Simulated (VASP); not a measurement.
# Ir (P6_3/mmc) in VASP: notebook, part 2 of 2

VASP 6.6.1. Earlier steps stand in the parts before.

## Step 3: Single point, PBE, non-collinear spin, zero start, spin-orbit coupling

INCAR reads:

```
  PREC = Accurate
  ENCUT = 520
  EDIFF = 1E-6
  ISMEAR = 0
  SIGMA = 0.05
  LREAL = F
  LASPH = T
  NELM = 150
  ALGO = Normal
  ISIF = 2
  LWAVE = F
  LCHARG = T
  MAGMOM = 0 0 0 0 0 0
  LORBIT = 11
  LSORBIT = T
  GGA_COMPAT = F
  LORBMOM = T
  LMAXMIX = 4
  GGA = PE
  LVHAR = T
  NBANDS = 30
```

KPOINTS reads:

```
regular mesh
0
Gamma
  18 18 10
```

POSCAR reads:

```
Ir
1.0
    2.7486959451      0.0000000000      0.0000000000
   -1.3743479726      2.3804405157      0.0000000000
    0.0000000000      0.0000000000      4.4601287740
Ir
2
Direct
    0.3333333333      0.6666666667      0.7500000000
    0.6666666667      0.3333333333      0.2500000000
```

Potentials or basis: VASP PAW PBE potentials, release 64 (Ir).

Command:

```
> cat potpaw_PBE.64/Ir/POTCAR > POTCAR
> mpirun -np 1 vasp_ncl > vasp.out
```

Run time: 3 min. Hardware: 1 thread of AMD EPYC 9R45 (Zen 5), shared host; peak memory 0.36 GiB.

Results (log left out):

| Item | Value |
| --- | --- |
| Free energy | -18.3343 eV |
| Pressure | 0.9 GPa |
| Net moment | 0.00 μB per cell |
| Valence electrons inside the program's atomic spheres | Ir 8.30 |

Stress tensor (GPa, compression positive):
```
0.83 0.00 0.00
0.00 0.83 0.00
0.00 0.00 0.99
```

Moments on the atoms (μB; x, y, z):
```
Ir  0.00 0.00 0.00
Ir  0.00 0.00 0.00
```

## Step 4: Single point, PBE

INCAR reads:

```
SYSTEM = Ir
  ALGO = Normal
  EDIFF = 1E-6
  ENCUT = 520
  GGA = PE
  ISIF = 2
  ISMEAR = 0
  LASPH = .TRUE.
  LCHARG = .FALSE.
  LREAL = .FALSE.
  LWAVE = .FALSE.
  NBANDS = 16
  NELM = 100
  PREC = Accurate
  SIGMA = 0.05
```

KPOINTS reads:

```
k-points
0
G
  8 8 4
  0 0 0
```

POSCAR reads:

```
Ir
1.0
    2.7640159887      0.0000000000      0.0000000000
   -1.3820079944      2.3937080627      0.0000000000
    0.0000000000      0.0000000000      4.4081889229
Ir
2
Direct
    0.3333333333      0.6666666667      0.7500000000
    0.6666666667      0.3333333333      0.2500000000
```

Potentials or basis: VASP PAW PBE potentials, release 64 (Ir).

Command:

```
> cat potpaw_PBE.64/Ir/POTCAR > POTCAR
> mpirun -np 1 vasp_std > vasp.out
```

OUTCAR:

```text
SYSTEM = Ir
   EDIFF = 1E-6
   ENCUT = 520
   GGA = PE
   ISIF = 2
   ISMEAR = 0
   LASPH = .TRUE.
   LREAL = .FALSE.
   NELM = 100
   PREC = Accurate

 ion  position               nearest neighbor table
   1  0.333  0.667  0.750-   2 2.72   2 2.72   2 2.72   2 2.72   2 2.72   2 2.72
   2  0.667  0.333  0.250-   1 2.72   1 2.72   1 2.72   1 2.72   1 2.72   1 2.72

  LATTYP: Found a hexagonal cell.
 ALAT       =     2.7640159887
 C/A-ratio  =     1.5948492849

  Lattice vectors:

 A1 = (   2.7640159887,   0.0000000000,   0.0000000000)
 A2 = (  -1.3820079944,   2.3937080627,   0.0000000000)
 A3 = (   0.0000000000,   0.0000000000,   4.4081889229)

Analysis of symmetry for initial positions (statically):
=====================================================================
 Subroutine PRICEL returns:
 Original cell was already a primitive cell.

 Routine SETGRP: Setting up the symmetry group for a
 hexagonal supercell.

 Subroutine GETGRP returns: Found 24 space group operations
 (whereof 12 operations were pure point group operations)
 out of a pool of 24 trial point group operations.

The static configuration has the point symmetry D_3d.
 The point group associated with its full space group is D_6h.

[... 157 lines left out ...]
  ---------------------------------------------------
  free energy    TOTEN  =       -17.51277282 eV

  energy without entropy =      -17.50867879  energy(sigma->0) =      -17.51072581

 E-fermi :  10.0225     XC(G=0): -13.8062

 val. band max:       10.0135477217   @ k =   0.3750   0.1250   0.0000
 cond. band min:      10.0496247320   @ k =   0.3750  -0.0000   0.2500
 fundamental gap:      0.0360770104
 Fermi energy:        10.0224827305

 k-point     1 :       0.0000    0.0000    0.0000
  band No.  band energies     occupation
      1      -0.9088      2.00000
      2       2.1608      2.00000
      3       6.3288      2.00000
      4       6.3288      2.00000
      5       6.3781      2.00000
      6       6.9954      2.00000
[... 433 lines left out ...]
      3       4.5039      2.00000
      4       4.5039      2.00000
      5       7.8429      2.00000
      6       7.8429      2.00000
[... 8 lines left out ...]
     15      25.5585      0.00000
     16      25.5585      0.00000

 [... further k-points ...]
[... 5 lines left out ...]
  --------------------------------------------------------------------------------------
  -------------------------------------------------------------------------------------
  Total        0.0816499      0.0816499      0.0987486     -0.0000000      0.0000000      0.0000000
  in kB        4.4853317      4.4853317      5.4246227     -0.0000000      0.0000000      0.0000000
  external PRESSURE =       4.7984287 kB  Pullay stress =       0.0000000 kB

 VOLUME and BASIS-vectors are now :
 -----------------------------------------------------------------------------
  energy-cutoff  :      520.00
  volume of cell :       29.17
      direct lattice vectors                 reciprocal lattice vectors
     2.764015989  0.000000000  0.000000000     0.361792408  0.208880944  0.000000000
    -1.382007994  2.393708063  0.000000000     0.000000000  0.417761888  0.000000000
     0.000000000  0.000000000  4.408188923     0.000000000  0.000000000  0.226850531

 POSITION                                       TOTAL-FORCE (eV/Angst)
 -----------------------------------------------------------------------------------
     -0.00000      1.59581      3.30614         0.000000      0.000000      0.000000
      1.38201      0.79790      1.10205        -0.000000     -0.000000      0.000000
 -----------------------------------------------------------------------------------
    total drift:                               -0.000000      0.000000     -0.000000

  FREE ENERGIE OF THE ION-ELECTRON SYSTEM (eV)
  ---------------------------------------------------
  free  energy   TOTEN  =       -17.5127728241 eV

  energy  without entropy=      -17.5086787945  energy(sigma->0) =      -17.51072581
```

Run time: 9.2 s. Hardware: 1 thread of AMD EPYC 9R45 (Zen 5), shared host; peak memory 0.13 GiB.

What came out:

| Property | Result |
| --- | --- |
| Free energy | -17.5128 eV |
| Pressure | 0.5 GPa |
| Band gap on the k mesh | zero (band 9 reaches 11.00 eV, above the bottom of band 10 at 7.88 eV) |

Stress tensor (GPa, compression positive):
```
0.45 0.00 0.00
0.00 0.45 0.00
0.00 0.00 0.54
```

Caveat: spin-orbit coupling is left out, which moves the levels of the heavy elements.

## Step 5: Single point, PBE, non-collinear spin, zero start, spin-orbit coupling

INCAR reads:

```
SYSTEM = Ir
PREC = Accurate
ENCUT = 520
EDIFF = 1E-7
ISMEAR = 0
SIGMA = 0.05
LREAL = .FALSE.
LASPH = .TRUE.
NELM = 150
ALGO = Normal
ISIF = 2
LWAVE = .FALSE.
LCHARG = .FALSE.
MAGMOM = 0 0 0 0 0 0
LORBIT = 11
LSORBIT = .TRUE.
GGA_COMPAT = .FALSE.
LORBMOM = .TRUE.
LMAXMIX = 4
GGA = PE
NBANDS = 30
```

KPOINTS reads:

```
regular mesh
0
G
  18 18 10
  0 0 0
```

POSCAR reads:

```
Ir
1.0
    2.7474052360      0.0000000000      0.0000000000
   -1.3737026180      2.3793227288      0.0000000000
    0.0000000000      0.0000000000      4.4616536893
Ir
2
Direct
    0.3333333333      0.6666666667      0.7500000000
    0.6666666667      0.3333333333      0.2500000000
```

Command:

```
> cat potpaw_PBE.64/Ir/POTCAR > POTCAR
> mpirun -np 1 vasp_ncl > vasp.out
```

It took 2.3 min on 1 thread of Intel Xeon 6975P-C (Granite Rapids), shared host; peak memory 0.39 GiB.

Results (log left out):

| Quantity | Value |
| --- | --- |
| Free energy | -18.3342 eV |
| Pressure | 1.1 GPa |
| Net moment | 0.00 μB per cell |
| Valence electrons inside the program's atomic spheres | Ir 8.30 |

Stress tensor (GPa, compression positive):
```
1.13 0.00 0.00
0.00 1.13 0.00
0.00 0.00 1.00
```

Moments on the atoms (μB; x, y, z):
```
Ir  0.00 0.00 0.00
Ir  0.00 0.00 0.00
```

## Step 6: Overview

```csv
spin,cell,k mesh,pressure (GPa),moment (μB)
"non-collinear, zero start, SOC","a = 2.749, b = 2.749, c = 4.461 Å, angles 90.0, 90.0, 120.0°, 2 atoms",18 × 18 × 10,0.6,0.00
"non-collinear, zero start, SOC","a = 2.749, b = 2.749, c = 4.460 Å, angles 90.0, 90.0, 120.0°, 2 atoms",18 × 18 × 10,0.9,0.00
off,"a = 2.764, b = 2.764, c = 4.408 Å, angles 90.0, 90.0, 120.0°, 2 atoms",8 × 8 × 4,0.5,-
"non-collinear, zero start, SOC","a = 2.747, b = 2.747, c = 4.462 Å, angles 90.0, 90.0, 120.0°, 2 atoms",18 × 18 × 10,1.1,0.00
```

Alike in all rows: task single point; level PBE; potentials or basis VASP PAW PBE potentials, release 64 (Ir); cutoff (eV) 520; smearing gaussian 0.05 eV.

Caveats: spin-orbit coupling is left out, which moves the levels of the heavy elements (some runs).

Total energies depend on the potentials used, so only differences within one code and one set of settings carry meaning.
